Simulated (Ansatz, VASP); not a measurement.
## AgPb2: VASP beside Ansatz

```
Ag Pb
1.0
    -1.72820    1.72820    6.76706
     1.72820   -1.72820    6.76706
     1.72820    1.72820   -6.76706
Ag Pb
1 2
Cartesian
  0.0000 0.0000 0.0000
  0.0000 0.0000 8.7510
  0.0000 0.0000 4.7831
```

Alike in both runs: functional PBE; k mesh 16 × 16 × 16; occupations gaussian, width 0.1 eV; no spin polarisation.

Ansatz relaxed the structure, and its values are those at the end. VASP's run is a single point on that final structure, the one shown.

|  | VASP | Ansatz |
| --- | --- | --- |
| version | VASP 6.6.1 | Ansatz 0.2.0 |
| potentials or method | VASP PAW PBE potentials, release 64 (Ag, Pb_d), cutoff 520 eV | scalar-relativistic, plane waves, PAW |
| valence electrons in the cell | 39 | 47 |

|  | VASP | Ansatz | Ansatz less VASP |
| --- | --- | --- | --- |
| gap on the k mesh at the Fermi level (eV) | none | none | - |
| pressure (GPa) | 0.0 | 0.0 | +0.04 |

A gap of «none» marks a metal or a gap that the smearing closes. VASP's potentials hold 39 valence electrons a cell and Ansatz's 47, so a difference there can come from the potentials and not from the codes.

Spin-orbit coupling is off throughout.
